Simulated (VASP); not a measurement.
Here is a VASP 6.6.1 calculation.

Contents of INCAR:

```
SYSTEM = Ir
PREC = Accurate ; ENCUT = 520
EDIFF = 1E-6 ; ISMEAR = 0
SIGMA = 0.15 ; LREAL = .False.
LASPH = .True. ; NELM = 100
ALGO = Fast ; ISIF = 2
LWAVE = .False. ; LCHARG = .False.
GGA = PS ; NBANDS = 10
```

The input KPOINTS:

```
Automatic mesh
0
Gamma
  22 22 22
  0 0 0
```

POSCAR

```
Ir
1.0
   -0.0191970000      1.9197000000      1.9197000000
    1.9197000000     -0.0191970000      1.9197000000
    1.9005030000      1.9005030000      0.0000000000
Ir
1
Direct
    0.0000000000      0.0000000000      0.0000000000
```

Potentials or basis: VASP PAW PBE potentials, release 64 (Ir).

Command:

```console
$ cat potpaw_PBE.64/Ir/POTCAR > POTCAR
$ mpirun -np 1 vasp_std > vasp.out
```

What does it give for the pressure?

-1.6 GPa.

Predict the band gap on the k mesh.

zero (an odd number of electrons rules out a gap without spin polarisation).

Stress tensor (GPa, compression positive):
```
-1.49  5.51  0.00
 5.51 -1.49  0.00
 0.00  0.00 -1.79
```

Caveat: the cell differs from its parent crystal (strain -0.0200 x Voigt [0, 0, 0, 0, 0, 1]); the PAW data sets were made with another functional, which shifts forces and pressure a little; spin-orbit coupling is left out, which moves the levels of the heavy elements.
